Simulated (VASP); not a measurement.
The system is TiCo.

```xyz
2
Lattice="2.9355 0.0000 0.0000 0.0000 2.9355 0.0000 0.0000 0.0000 2.9355" Properties=species:S:1:pos:R:3 pbc="T T T"
Ti    0.0000    0.0000    0.0000
Co    1.4677    1.4677    1.4677
```

Base run:

| Quantity | Value |
| --- | --- |
| Program | VASP 6.6.1 |
| Functional | PBE |
| Potentials or basis | VASP PAW PBE potentials, release 64 (Ti_sv, Co) |
| Cutoff | 520 eV |
| k mesh | 13 × 13 × 13 |
| Occupations | fermi-dirac, width 0.03 eV |
| Spin | no spin polarisation |
| Hubbard terms | Ti d U = 1.0 eV |

Its results: pressure 8.6 GPa.

Q: The run is repeated on the same cell with these changes: hubbard terms from Ti d U = 1.0 eV to none; further incar settings from ALGO = Normal; EDIFF = 1e-07; NBANDS = 18 to ALGO = Normal; EDIFF = 1e-06; NBANDS = 18. What comes out?

A: Pressure 6.5 GPa.

Caveats: U without spin polarisation on a metal has little footing (some runs); the U is typed as a test and isn't derived for this compound (some runs).
